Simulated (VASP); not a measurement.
CaO, 2 atoms in the cell. Symmetry: F-43m, No. 216, cubic system. Conventional cell: a = 5.190 Å, b = 5.190 Å, c = 5.190 Å, α = 90.00°, β = 90.00°, γ = 90.00°. Ca (site symmetry -43m) has 4 O at 2.25 Å within 3.0 Å. Within 3.0 Å of O (site symmetry -43m) lie 4 Ca at 2.25 Å.  This cell differs from its parent crystal: volume changed by -3%.

```yaml
Program: VASP 6.6.1
Task: single point
Functional: PBE
Potentials_or_basis: VASP PAW PBE potentials, release 64 (Ca_sv, O)
Cutoff: 520 eV
k_mesh: 8 × 8 × 8
Occupations: gaussian, width 0.01 eV
Spin: no spin polarisation
Dipole_correction: no
Further_INCAR_settings: ALGO = Normal; EDIFF = 1e-06; NBANDS = 15
```

Potentials or basis: VASP PAW PBE potentials, release 64 (Ca_sv, O).

Run with:

```bash
$ cat potpaw_PBE.64/Ca_sv/POTCAR potpaw_PBE.64/O/POTCAR > POTCAR
$ mpirun -np 1 vasp_std > vasp.out
```

Hardware: 1 thread of Intel(R) Xeon(R) 6975P-C (Granite Rapids), on a shared host.

**Question.** How long does it take, and how much memory?

**Answer.** Wall time 14 s on 1 thread of Intel(R) Xeon(R) 6975P-C (Granite Rapids) (shared host), peak memory 0.16 GiB. Counts: scf iterations 13, k points 29.
